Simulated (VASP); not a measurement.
# HfO2 (fluorite type) in VASP: notebook, part 2 of 2

VASP 6.6.1. The steps go on from the part before.

### Step 3. Single point, HSE06

This run uses another cell than the first one, of 10.86 Å³/atom.

POSCAR reads:

```
HfO2
1.0
    0.0000000000      2.5350000000      2.5350000000
    2.5350000000      0.0000000000      2.5350000000
    2.5350000000      2.5350000000      0.0000000000
Hf O
1 2
Direct
    0.0068325476      0.0068325476      0.0068325476
    0.2500000000      0.2500000000      0.2500000000
    0.7500000000      0.7500000000      0.7500000000
```

INCAR.step1 reads:

```
SYSTEM = HfO2
ALGO = Normal
EDIFF = 1E-5
ENCUT = 520
GGA = PE
ISIF = 2
ISMEAR = -1
LASPH = .TRUE.
LCHARG = .FALSE.
LREAL = .FALSE.
LWAVE = .TRUE.
NBANDS = 18
NELM = 100
PREC = Accurate
SIGMA = 0.05
```

INCAR.step2 reads:

```
SYSTEM = HfO2
ALGO = Normal
EDIFF = 1E-6
ENCUT = 520
GGA = PE
HFSCREEN = 0.2079
ISIF = 2
ISMEAR = -1
ISTART = 1
LASPH = .TRUE.
LCHARG = .FALSE.
LHFCALC = .TRUE.
LREAL = .FALSE.
LWAVE = .FALSE.
NBANDS = 18
NELM = 100
PREC = Accurate
PRECFOCK = Normal
SIGMA = 0.05
```

KPOINTS reads:

```
k-points
0
G
  4 4 4
  0 0 0
```

Potentials or basis: VASP PAW PBE potentials, release 64 (Hf_pv, O).

Command:

```sh
$ cat potpaw_PBE.64/Hf_pv/POTCAR potpaw_PBE.64/O/POTCAR > POTCAR
$ cp INCAR.step1 INCAR
$ mpirun -np 1 vasp_std > vasp.out
$ cp INCAR.step2 INCAR
$ mpirun -np 1 vasp_std > vasp.out
```

OUTCAR:

```text
SYSTEM = HfO2
   EDIFF = 1E-6
   ENCUT = 520
   GGA = PE
   HFSCREEN = 0.2079
   ISIF = 2
   ISMEAR = -1
   ISTART = 1
   LASPH = .TRUE.
   LHFCALC = .TRUE.
   LREAL = .FALSE.
   NELM = 100
   PREC = Accurate
   PRECFOCK = Normal

 ion  position               nearest neighbor table
   1  0.007  0.007  0.007-   2 2.14   3 2.18   3 2.18   3 2.18   2 2.22   2 2.22   2 2.22   3 2.26

   2  0.250  0.250  0.250-   1 2.14   1 2.22   1 2.22   1 2.22
   3  0.750  0.750  0.750-   1 2.18   1 2.18   1 2.18   1 2.26

  LATTYP: Found a face centered cubic cell.
 ALAT       =     5.0700000000

  Lattice vectors:

 A1 = (   0.0000000000,   2.5350000000,   2.5350000000)
 A2 = (   2.5350000000,   0.0000000000,   2.5350000000)
 A3 = (   2.5350000000,   2.5350000000,   0.0000000000)

Analysis of symmetry for initial positions (statically):
=====================================================================
 Subroutine PRICEL returns:
 Original cell was already a primitive cell.

 Routine SETGRP: Setting up the symmetry group for a
 face centered cubic supercell.

 Subroutine GETGRP returns: Found  6 space group operations
 (whereof  6 operations were pure point group operations)
 out of a pool of 48 trial point group operations.

The static configuration has the point symmetry C_3v.

Analysis of symmetry for dynamics (positions and initial velocities):
=====================================================================
 Subroutine PRICEL returns:
 Original cell was already a primitive cell.

 Routine SETGRP: Setting up the symmetry group for a
 face centered cubic supercell.

 Subroutine GETGRP returns: Found  6 space group operations
 (whereof  6 operations were pure point group operations)
 out of a pool of 48 trial point group operations.

The dynamic configuration has the point symmetry C_3v.

 Subroutine INISYM returns: Found  6 space group operations
 (whereof  6 operations are pure point group operations),
 and found     1 'primitive' translations

----------------------------------------------------------------------------------------

                                     Primitive cell

  volume of cell :      32.5810

  direct lattice vectors                    reciprocal lattice vectors
     0.000000000  2.535000000  2.535000000    -0.197238659  0.197238659  0.197238659
     2.535000000  0.000000000  2.535000000     0.197238659 -0.197238659  0.197238659
     2.535000000  2.535000000  0.000000000     0.197238659  0.197238659 -0.197238659

  length of vectors
     3.585031381  3.585031381  3.585031381     0.341627378  0.341627378  0.341627378

  position of ions in fractional coordinates (direct lattice)
     0.006832548  0.006832548  0.006832548
     0.250000000  0.250000000  0.250000000
     0.750000000  0.750000000  0.750000000

  ion indices of the primitive-cell ions
   primitive index   ion index
                 1           1
                 2           2
                 3           3

[... 35 lines left out ...]
  0.250000  0.250000 -0.250000      6.000000
  0.500000  0.250000  0.500000      6.000000
 -0.250000  0.250000  0.000000      6.000000
  0.250000  0.250000  0.500000      6.000000
  0.500000  0.500000  0.000000      3.000000
 -0.250000  0.500000  0.250000      6.000000
   k-points           NKPTS =     13   k-points in BZ     NKDIM =     64   number of bands    NBANDS=     18
   number of dos      NEDOS =    301   number of ions     NIONS =      3
   total plane-waves  NPLWV =  21952
   dimension x,y,z NGX =    28 NGY =   28 NGZ =   28
   dimension x,y,z NGXF=    56 NGYF=   56 NGZF=   56
   ions per type =               1   2
   NGX,Y,Z   is equivalent  to a cutoff of  12.98, 12.98, 12.98 a.u.
   NGXF,Y,Z  is equivalent  to a cutoff of  25.97, 25.97, 25.97 a.u.
 SYSTEM =  HfO2
   PREC   = accura    normal or accurate (medium, high low for compatibility)
   ISTART =      1    job   : 0-new  1-cont  2-samecut
   ICHARG =      0    charge: 1-file 2-atom 10-const
   ISPIN  =      1    spin polarized calculation?
   LNONCOLLINEAR =      F non collinear calculations
   LSORBIT =      F    spin-orbit coupling
   LASPH  =      T    aspherical Exc in radial PAW
   ENCUT  =  520.0 eV  38.22 Ry    6.18 a.u.   6.67  6.67  6.67*2*pi/ulx,y,z
   NELM   =    100;   NELMIN=  2; NELMDL=  0     # of ELM steps
   EDIFF  = 0.1E-05   stopping-criterion for ELM
   LREAL  =      F    real-space projection
   EDIFFG = 0.1E-04   stopping-criterion for IOM
   NSW    =      0    number of steps for IOM
   IBRION =     -1    ionic relax: 0-MD 1-quasi-New 2-CG
   NFREE  =      0    steps in history (QN), initial steepest desc. (CG)
   ISIF   =      2    stress and relaxation
   ISYM   =      3    0-nonsym 1-usesym 2-fastsym
   POTIM  = 0.5000    time-step for ionic-motion
   TEBEG  =    0.0;   TEEND  =   0.0 temperature during run
   PSTRESS=    0.0 pullay stress
   NELECT =      22.0000    total number of electrons
   NUPDOWN=      -1.0000    fix difference up-down
   EMIN   =  10.00;   EMAX   =-10.00  energy-range for DOS
   EFERMI =   0.00;   METHOD = LEGACY
   ISMEAR =    -1;   SIGMA  =   0.05  broadening in eV -4-tet -1-fermi 0-gaus
   EFERMI_NEDOS =   21; number of points for ismear=-14 and -15
   IALGO  =     38    algorithm
   IMIX   =      1    mixing-type and parameters
     AMIX     =   0.40;   BMIX     =  1.00
     AMIX_MAG =   1.60;   BMIX_MAG =  1.00
  volume/ion in A,a.u.               =      10.86        73.29
  Fermi-wavevector in a.u.,A,eV,Ry     =   1.436242  2.714105 28.065995  2.062792
  Thomas-Fermi vector in A             =   2.555452
   LORBIT       =      0    0 simple, 1 ext, 2 COOP (PROOUT), +10 PAW based schemes
   GGA     = PE    functional components
   LHFCALC =     T    Hartree Fock is set to
   PRECFOCK=normal    Normal, Fast or Accurate (Low or Medium for compatibility)
   ENCUT4O =  -1.0   cutoff for four orbital integrals eV
   NKREDX  =     1    reduce k-point grid by
   NKREDY  =     1    reduce k-point grid by
   NKREDZ  =     1    reduce k-point grid by
   AEXX    =    0.2500 exact exchange contribution
   HFSCREEN=    0.2079 screening length (either q_TF or 0.3 A-1)
   HFSCREENC=   0.2079 screening length for correlation (either q_TF or 0.3 A-1)
   ENCUTFOCK=  -1.0 apply spherical cutoff to Coloumb kernel
   IVDW    =     0    specifies the selected vdW correction
   LEPSILON=     F    determine dielectric tensor
   LRPA    =     F    only Hartree local field effects (RPA)
 non-spin polarized calculation
  energy-cutoff  :      520.00
  volume of cell :       32.58
 maximum number of plane-waves:       893
 NGX is ok and might be reduce to    28
  NGX = 20; NGY = 20; NGZ = 20

 number of electron      21.9999990 magnetization

 Free energy of the ion-electron system (eV)
  ---------------------------------------------------
  ext. energy  EPLUGINS =         0.00000000
  ---------------------------------------------------
  free energy    TOTEN  =       -36.24343965 eV

  energy without entropy =      -36.24343965  energy(sigma->0) =      -36.24343965

 E-fermi :   4.3706     XC(G=0):  -9.6958

 val. band max:        3.2365803804   @ k =   0.5000   0.5000   0.0000
 cond. band min:       8.5902816072   @ k =   0.5000   0.5000   0.0000
 fundamental gap:      5.3537012267
 Fermi energy:         4.3706404805

 k-point     1 :       0.0000    0.0000    0.0000
  band No.  band energies     occupation
      1     -27.9688      2.00000
      2     -27.9631      2.00000
      3     -27.9631      2.00000
      4     -17.2163      2.00000
      5     -14.0309      2.00000
      6      -2.5467      2.00000
[... 250 lines left out ...]
      5     -15.1199      2.00000
      6      -2.5026      2.00000
[... 10 lines left out ...]
     17      17.8963      0.00000
     18      18.8343      0.00000

------------------------ aborting loop because EDIFF is reached ----------------------------------------

  FORCE on cell =-STRESS in cart. coord.  units (eV):
  Direction    XX          YY          ZZ          XY          YZ          ZX
  --------------------------------------------------------------------------------------
  -------------------------------------------------------------------------------------
  Total       -1.3475386     -1.3475386     -1.3475386      0.0475371      0.0475371      0.0475371
  in kB      -66.2655658    -66.2655658    -66.2655658      2.3376484      2.3376484      2.3376484
  external PRESSURE =     -66.2655658 kB  Pullay stress =       0.0000000 kB

 VOLUME and BASIS-vectors are now :
 -----------------------------------------------------------------------------
  energy-cutoff  :      520.00
  volume of cell :       32.58
      direct lattice vectors                 reciprocal lattice vectors
     0.000000000  2.535000000  2.535000000    -0.197238659  0.197238659  0.197238659
     2.535000000  0.000000000  2.535000000     0.197238659 -0.197238659  0.197238659
     2.535000000  2.535000000  0.000000000     0.197238659  0.197238659 -0.197238659

 POSITION                                       TOTAL-FORCE (eV/Angst)
 -----------------------------------------------------------------------------------
      0.03464      0.03464      0.03464        -0.180120     -0.180120     -0.180120
      1.26750      1.26750      1.26750         0.116519      0.116519      0.116519
      3.80250      3.80250      3.80250         0.063601      0.063601      0.063601
 -----------------------------------------------------------------------------------
    total drift:                               -0.000120     -0.000122     -0.000122

  FREE ENERGIE OF THE ION-ELECTRON SYSTEM (eV)
  ---------------------------------------------------
  free  energy   TOTEN  =       -36.2434396465 eV

  energy  without entropy=      -36.2434396465  energy(sigma->0) =      -36.24343965
```

Wall time 10 min (1 thread of Intel Xeon Platinum 8259CL at 2.50GHz (Skylake/Cascade Lake), shared host); peak memory 0.26 GiB.

Results:

```yaml
Free_energy: -36.2434 eV
Pressure: -6.6 GPa
Largest_force: 0.312 eV/Å
Band_gap_on_the_k_mesh: 5.35 eV
```

Forces on the atoms (eV/Å):
```
Hf  -0.180 -0.180 -0.180
O    0.117  0.117  0.117
O    0.064  0.064  0.064
```

Caveat: the k points lie up to 0.54 Å⁻¹ apart; the PAW data sets were made with another functional, which shifts forces and pressure a little; spin-orbit coupling is left out, which moves the levels of the heavy elements. A k mesh can miss the band edges.
